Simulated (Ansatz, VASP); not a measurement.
**One calculation of Ti2C, two programs**

```xyz
3
Lattice="1.5407 0.8895 4.8138 -1.5407 0.8895 4.8138 0.0000 -1.7790 4.8138" Properties=species:S:1:pos:R:3 pbc="T T T"
Ti    0.0000    0.0000    3.5453
Ti    0.0000    0.0000   10.8960
C     0.0000    0.0000    7.2207
```

Alike in both runs: task single point; functional PBEsol; k mesh 9 × 9 × 9; occupations gaussian, width 0.05 eV; no spin polarisation.

|  | VASP | Ansatz |
| --- | --- | --- |
| version | VASP 6.6.1 | Ansatz 0.2.0 |
| potentials or method | VASP PAW PBE potentials, release 64 (Ti_sv, C), cutoff 520 eV | scalar-relativistic, plane waves, PAW |
| valence electrons in the cell | 28 | 28 |

|  | VASP | Ansatz | Ansatz less VASP |
| --- | --- | --- | --- |
| gap on the k mesh at the Fermi level (eV) | none | none | - |
| pressure (GPa) | -4.6 | -4.7 | -0.16 |
| traceless stress, the component that is largest in VASP (GPa) | 0.26 | 0.29 | +0.024 |
| rms of the force components (eV/Å) | 0.076 | 0.088 | +0.0116 |

VASP's potentials were made for PBE, not for PBEsol. Atom by atom the forces differ by 0.012 eV/Å (rms over components). A gap of «none» marks a metal or a gap that the smearing closes.
